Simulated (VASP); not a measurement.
# Ru in VASP: single point with r2SCAN

Aim: the single point of Ru with r2SCAN.

Program: VASP 6.6.1. These are calculated values, not measurements. Logs are shortened: lines on timing, memory, paths and dates and some standing lists are left out, and cuts for length are marked.

## 1. The cell of the first run

The cell holds a slab with vacuum, 7 atoms: a = 2.702 Å, b = 2.702 Å, c = 27.798 Å, α = 90.00°, β = 90.00°, γ = 120.00°.

## 2. Single point, r2SCAN

Input file POSCAR:

```
Ru
1.0
    2.7023482466      0.0000000000      0.0000000000
   -1.3511741233      2.3403022314      0.0000000000
    0.0000000000      0.0000000000     27.7978966044
Ru
7
Direct
    0.3333333333      0.6666666667      0.2724802269
    0.6666666667      0.3333333333      0.3460610094
    0.3333333333      0.6666666667      0.4229118623
    0.6666666667      0.3333333333      0.5000000005
    0.3333333333      0.6666666667      0.5770881404
    0.6666666667      0.3333333333      0.6539389917
    0.3333333333      0.6666666667      0.7275197689
```

Input file INCAR.step1:

```
SYSTEM = Ru
PREC     = Accurate       ! precision mode
ENCUT    = 460            ! plane-wave cutoff, eV
ISMEAR   = 0              ! smearing method
SIGMA    = 0.1            ! smearing width, eV
LREAL    = .FALSE.        ! projectors in reciprocal space
LASPH    = .TRUE.         ! aspherical terms in the spheres
NELM     = 120            ! most SCF steps
LDIPOL   = .TRUE.       
IDIPOL   = 3            
DIPOL    = 0.5 0.5 0.500
NBANDS   = 65             ! bands
GGA      = PE             ! functional
ALGO     = Normal         ! electronic algorithm
EDIFF    = 1E-5           ! SCF threshold, eV
LWAVE    = .TRUE.         ! write WAVECAR
LCHARG   = .FALSE.        ! write CHGCAR
GGA_COMPAT= .FALSE.      
NELMDL   = -8
```

Input file INCAR.step2:

```
SYSTEM = Ru
PREC     = Accurate       ! precision mode
ENCUT    = 460            ! plane-wave cutoff, eV
EDIFF    = 1E-6           ! SCF threshold, eV
ISMEAR   = 0              ! smearing method
SIGMA    = 0.1            ! smearing width, eV
LREAL    = .FALSE.        ! projectors in reciprocal space
LASPH    = .TRUE.         ! aspherical terms in the spheres
NELM     = 120            ! most SCF steps
ALGO     = Normal         ! electronic algorithm
ISIF     = 2              ! what is computed and relaxed
LWAVE    = .FALSE.        ! write WAVECAR
LCHARG   = .FALSE.        ! write CHGCAR
LDIPOL   = .TRUE.       
IDIPOL   = 3            
DIPOL    = 0.5 0.5 0.500
METAGGA  = R2SCAN         ! meta-GGA
LMIXTAU  = .TRUE.       
NBANDS   = 65             ! bands
ISTART   = 1            
GGA_COMPAT= .FALSE.
```

Input file KPOINTS:

```
regular mesh
0
G
  15 15 1
  0 0 0
```

Potentials or basis: VASP PAW PBE potentials, release 64 (Ru_sv).

Run with:

```console
$ cat potpaw_PBE.64/Ru_sv/POTCAR > POTCAR
$ cp INCAR.step1 INCAR
$ mpirun -np 1 vasp_std > vasp.out
$ cp INCAR.step2 INCAR
$ mpirun -np 1 vasp_std > vasp.out
```

OUTCAR:

```text
SYSTEM = Ru
   PREC = Accurate
   ENCUT = 460
   EDIFF = 1E-6
   ISMEAR = 0
   LREAL = .FALSE.
   LASPH = .TRUE.
   NELM = 120
   ISIF = 2
   METAGGA = R2SCAN
   ISTART = 1

 ion  position               nearest neighbor table
   1  0.333  0.667  0.272-   2 2.57   2 2.57   2 2.57
   2  0.667  0.333  0.346-   1 2.57   1 2.57   1 2.57   3 2.65   3 2.65   3 2.65
   3  0.333  0.667  0.423-   2 2.65   2 2.65   2 2.65   4 2.65   4 2.65   4 2.65
   4  0.667  0.333  0.500-   3 2.65   3 2.65   3 2.65   5 2.65   5 2.65   5 2.65
   5  0.333  0.667  0.577-   6 2.65   6 2.65   6 2.65   4 2.65   4 2.65   4 2.65
   6  0.667  0.333  0.654-   7 2.57   7 2.57   7 2.57   5 2.65   5 2.65   5 2.65
   7  0.333  0.667  0.728-   6 2.57   6 2.57   6 2.57

  LATTYP: Found a hexagonal cell.
 ALAT       =     2.7023482466
 C/A-ratio  =    10.2865708146

  Lattice vectors:

 A1 = (   2.7023482466,   0.0000000000,   0.0000000000)
 A2 = (  -1.3511741233,   2.3403022314,   0.0000000000)
 A3 = (   0.0000000000,   0.0000000000,  27.7978966044)

Analysis of symmetry for initial positions (statically):
=====================================================================
 Subroutine PRICEL returns:
 Original cell was already a primitive cell.

 Routine SETGRP: Setting up the symmetry group for a
 hexagonal supercell.

 Subroutine GETGRP returns: Found 12 space group operations
 (whereof 12 operations were pure point group operations)
 out of a pool of 24 trial point group operations.

The static configuration has the point symmetry D_3h.

Analysis of symmetry for dynamics (positions and initial velocities):
=====================================================================
 Subroutine PRICEL returns:
 Original cell was already a primitive cell.

 Routine SETGRP: Setting up the symmetry group for a
 hexagonal supercell.

 Subroutine GETGRP returns: Found 12 space group operations
 (whereof 12 operations were pure point group operations)
 out of a pool of 24 trial point group operations.

The dynamic configuration has the point symmetry D_3h.

 Subroutine INISYM returns: Found 12 space group operations
 (whereof 12 operations are pure point group operations),
 and found     1 'primitive' translations

----------------------------------------------------------------------------------------

                                     Primitive cell

  volume of cell :     175.8026

  direct lattice vectors                    reciprocal lattice vectors
     2.702348247  0.000000000  0.000000000     0.370048531  0.213647619  0.000000000
    -1.351174123  2.340302231  0.000000000     0.000000000  0.427295238  0.000000000
     0.000000000  0.000000000 27.797896604     0.000000000  0.000000000  0.035973945

  length of vectors
     2.702348247  2.702348247 27.797896604     0.427295238  0.427295238  0.035973945

  position of ions in fractional coordinates (direct lattice)
     0.333333333  0.666666667  0.272480227
     0.666666667  0.333333333  0.346061009
     0.333333333  0.666666667  0.422911862
     0.666666667  0.333333333  0.500000001
     0.333333333  0.666666667  0.577088140
     0.666666667  0.333333333  0.653938992
     0.333333333  0.666666667  0.727519769

  ion indices of the primitive-cell ions
   primitive index   ion index
                 1           1
                 2           2
                 3           3
                 4           4
                 5           5
                 6           6
                 7           7

----------------------------------------------------------------------------------------

 KPOINTS: regular mesh

Automatic generation of k-mesh.
 Grid dimensions read from file:
 generate k-points for:   15   15    1

 Generating k-lattice:

  Cartesian coordinates                     Fractional coordinates (reciprocal lattice)
     0.024669902  0.014243175  0.000000000     0.066666667  0.000000000  0.000000000
     0.000000000  0.028486349  0.000000000     0.000000000  0.066666667  0.000000000
     0.000000000  0.000000000  0.035973945     0.000000000  0.000000000  1.000000000

  Length of vectors
     0.028486349  0.028486349  0.035973945

  Shift w.r.t. Gamma in fractional coordinates (k-lattice)
     0.000000000  0.000000000  0.000000000

 Subroutine IBZKPT returns following result:
 ===========================================

 Found     27 irreducible k-points:

 Following reciprocal coordinates:
            Coordinates               Weight
  0.000000  0.000000  0.000000      1.000000
  0.066667  0.000000  0.000000      6.000000
  0.133333  0.000000  0.000000      6.000000
  0.200000  0.000000  0.000000      6.000000
  0.266667  0.000000  0.000000      6.000000
  0.333333  0.000000  0.000000      6.000000
[... 16 lines left out ...]
  0.333333  0.200000  0.000000     12.000000
  0.400000  0.200000  0.000000      6.000000
 [... further k-points ...]
   k-points           NKPTS =     27   k-points in BZ     NKDIM =     27   number of bands    NBANDS=     65
   number of dos      NEDOS =    301   number of ions     NIONS =      7
   total plane-waves  NPLWV =  78400
   dimension x,y,z NGX =    20 NGY =   20 NGZ =  196
   dimension x,y,z NGXF=    40 NGYF=   40 NGZF=  392
   ions per type =               7
   NGX,Y,Z   is equivalent  to a cutoff of  12.30, 12.30, 11.72 a.u.
   NGXF,Y,Z  is equivalent  to a cutoff of  24.61, 24.61, 23.44 a.u.
 SYSTEM =  Ru
   PREC   = accura    normal or accurate (medium, high low for compatibility)
   ISTART =      1    job   : 0-new  1-cont  2-samecut
   ICHARG =      0    charge: 1-file 2-atom 10-const
   ISPIN  =      1    spin polarized calculation?
   LNONCOLLINEAR =      F non collinear calculations
   LSORBIT =      F    spin-orbit coupling
   LASPH  =      T    aspherical Exc in radial PAW
   ENCUT  =  460.0 eV  33.81 Ry    5.81 a.u.   4.73  4.73 48.61*2*pi/ulx,y,z
   NELM   =    120;   NELMIN=  2; NELMDL=  0     # of ELM steps
   EDIFF  = 0.1E-05   stopping-criterion for ELM
   LREAL  =      F    real-space projection
[... 7 lines left out ...]
   TEBEG  =    0.0;   TEEND  =   0.0 temperature during run
   PSTRESS=    0.0 pullay stress
   NELECT =     112.0000    total number of electrons
   NUPDOWN=      -1.0000    fix difference up-down
   EMIN   =  10.00;   EMAX   =-10.00  energy-range for DOS
   EFERMI =   0.00;   METHOD = LEGACY
   ISMEAR =     0;   SIGMA  =   0.10  broadening in eV -4-tet -1-fermi 0-gaus
   EFERMI_NEDOS =   21; number of points for ismear=-14 and -15
   IALGO  =     38    algorithm
   IMIX   =      4    mixing-type and parameters
     AMIX     =   0.40;   BMIX     =  1.00
     AMIX_MAG =   1.60;   BMIX_MAG =  1.00
  volume/ion in A,a.u.               =      25.11       169.48
  Fermi-wavevector in a.u.,A,eV,Ry     =   1.408659  2.661979 26.998302  1.984319
  Thomas-Fermi vector in A             =   2.530794
   LORBIT       =      0    0 simple, 1 ext, 2 COOP (PROOUT), +10 PAW based schemes
   METAGGA = R2SCAN    functional components
   LHFCALC =     F    Hartree Fock is set to
   AEXX    =    0.0000 exact exchange contribution
   IVDW    =     0    specifies the selected vdW correction
   LEPSILON=     F    determine dielectric tensor
   LRPA    =     F    only Hartree local field effects (RPA)
 non-spin polarized calculation
 Gauss-broadening in eV      SIGMA  =   0.10
  energy-cutoff  :      460.00
  volume of cell :      175.80
 maximum number of plane-waves:      4009
 NGX is ok and might be reduce to    20
   NGX =  9   NGY =  9   NGZ = 97

 number of electron     111.9999999 magnetization

 dipolmoment           0.000000      0.000000     -0.000000 electrons x Angstroem

 Free energy of the ion-electron system (eV)
  ---------------------------------------------------
  ext. energy  EPLUGINS =         0.00000000
  ---------------------------------------------------
  free energy    TOTEN  =      -176.14809827 eV

  energy without entropy =     -176.11060054  energy(sigma->0) =     -176.12934941

 E-fermi :   5.8930     XC(G=0):  -9.0038

 val. band max:        5.8878545575   @ k =   0.2667   0.1333   0.0000
 cond. band min:       5.9037594720   @ k =   0.4000   0.0000   0.0000
 fundamental gap:      0.0159049145
 Fermi energy:         5.8929516317

 k-point     1 :       0.0000    0.0000    0.0000
  band No.  band energies     occupation
      1     -69.5708      2.00000
      2     -69.5696      2.00000
      3     -69.3768      2.00000
      4     -69.3162      2.00000
      5     -69.2180      2.00000
      6     -69.0505      2.00000
[... 57 lines left out ...]
     64       6.6913      0.00000
     65       6.9863      0.00000

 k-point     2 :       0.0667    0.0000    0.0000
  band No.  band energies     occupation
      1     -69.5647      2.00000
      2     -69.5636      2.00000
      3     -69.3706      2.00000
      4     -69.3115      2.00000
      5     -69.2145      2.00000
      6     -69.0459      2.00000
[... 57 lines left out ...]
     64       6.4948      0.00000
     65       6.7298      0.00000

 k-point     3 :       0.1333    0.0000    0.0000
  band No.  band energies     occupation
      1     -69.5474      2.00000
      2     -69.5465      2.00000
      3     -69.3530      2.00000
      4     -69.2983      2.00000
      5     -69.2048      2.00000
      6     -69.0329      2.00000
[... 1417 lines left out ...]
     64      10.6010      0.00000
     65      10.8056      0.00000

 k-point    24 :       0.4000    0.2000    0.0000
  band No.  band energies     occupation
      1     -69.4164      2.00000
      2     -69.4164      2.00000
      3     -69.2056      2.00000
      4     -69.2007      2.00000
      5     -69.1475      2.00000
      6     -68.9356      2.00000
[... 57 lines left out ...]
     64      11.5610      0.00000
     65      11.7672      0.00000

 [... further k-points ...]

------------------------ aborting loop because EDIFF is reached ----------------------------------------

 vacuum level on the upper side and lower side of the slab       (xc-potential included)        -0.011        -0.011

  FORCE on cell =-STRESS in cart. coord.  units (eV):
  Direction    XX          YY          ZZ          XY          YZ          ZX
  --------------------------------------------------------------------------------------
  -------------------------------------------------------------------------------------
  Total       -3.2427356     -3.2427356     -0.5005285     -0.0000000     -0.0000000      0.0000000
  in kB      -29.5526841    -29.5526841     -4.5615685     -0.0000000     -0.0000000      0.0000000
  external PRESSURE =     -21.2223122 kB  Pullay stress =       0.0000000 kB

 VOLUME and BASIS-vectors are now :
 -----------------------------------------------------------------------------
  energy-cutoff  :      460.00
  volume of cell :      175.80
      direct lattice vectors                 reciprocal lattice vectors
     2.702348247  0.000000000  0.000000000     0.370048531  0.213647619  0.000000000
    -1.351174123  2.340302231  0.000000000     0.000000000  0.427295238  0.000000000
     0.000000000  0.000000000 27.797896604     0.000000000  0.000000000  0.035973945

 POSITION                                       TOTAL-FORCE (eV/Angst)
 -----------------------------------------------------------------------------------
     -0.00000      1.56020      7.57438        -0.000000      0.000000     -0.012286
      1.35117      0.78010      9.61977        -0.000000     -0.000000      0.009009
     -0.00000      1.56020     11.75606         0.000000      0.000000      0.001709
      1.35117      0.78010     13.89895         0.000000     -0.000000     -0.000000
     -0.00000      1.56020     16.04184         0.000000     -0.000000     -0.001709
      1.35117      0.78010     18.17813        -0.000000      0.000000     -0.009009
     -0.00000      1.56020     20.22352         0.000000     -0.000000      0.012286
 -----------------------------------------------------------------------------------
    total drift:                                0.000000     -0.000000     -0.000018

  FREE ENERGIE OF THE ION-ELECTRON SYSTEM (eV)
  ---------------------------------------------------
  free  energy   TOTEN  =      -176.1480982721 eV

  energy  without entropy=     -176.1106005442  energy(sigma->0) =     -176.12934941

 vacuum level on the upper side and lower side of the slab        10.878        10.878
```

Run time: 36 min. Hardware: 1 thread of Intel Xeon Platinum 8259CL at 2.50GHz (Skylake/Cascade Lake), shared host; peak memory 0.4 GiB.

What came out:

```yaml
Free_energy: -176.1481 eV
Largest_force: 0.012 eV/Å
Band_gap_on_the_k_mesh: zero (bands 56 and 57 overlap by 2.62 eV)
```

Forces in eV/Å, atoms in the order of the input:
```
Ru   0.000  0.000 -0.012
Ru   0.000  0.000  0.009
Ru   0.000  0.000  0.002
Ru   0.000  0.000  0.000
Ru   0.000  0.000 -0.002
Ru   0.000  0.000 -0.009
Ru   0.000  0.000  0.012
```

Caveat: the PAW data sets were made with another functional, which shifts forces and pressure a little.
